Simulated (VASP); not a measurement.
Runs of VASP 6.6.1 on MgO. The structure is that of space group P6_3/mmc (No. 194), or close to it. The cells are those of the table. 

```csv
cell,gap on the mesh (eV),pressure (GPa),largest force (eV/Å)
"a = 3.576, b = 3.576, c = 3.999 Å, angles 90.0, 90.0, 120.0°, 4 atoms",3.36,1.6,0.18
"a = 3.372, b = 3.372, c = 4.488 Å, angles 90.0, 90.0, 120.0°, 4 atoms",(c),2.2,-
"a = 3.617, b = 3.617, c = 3.901 Å, angles 90.0, 90.0, 120.0°, 4 atoms",(d),4.2,(b)
"a = 3.413, b = 3.413, c = 4.391 Å, angles 90.0, 90.0, 120.0°, 4 atoms",3.17,0.7,0.58
"a = 3.535, b = 3.535, c = 4.097 Å, angles 90.0, 90.0, 120.0°, 4 atoms",(a),0.2,0.19
```

Alike in all rows: task single point; level PBEsol; potentials or basis VASP PAW PBE potentials, release 64 (Mg, O); no spin polarisation; k mesh 9 × 9 × 6; cutoff (eV) 520; smearing gaussian 0.05 eV.

Question: Estimate the missing entries.

Answer: (a) 3.31; (b) 0.17; (c) 3.18; (d) 3.41.

Caveats: the PAW data sets were made with another functional, which shifts forces and pressure a little.

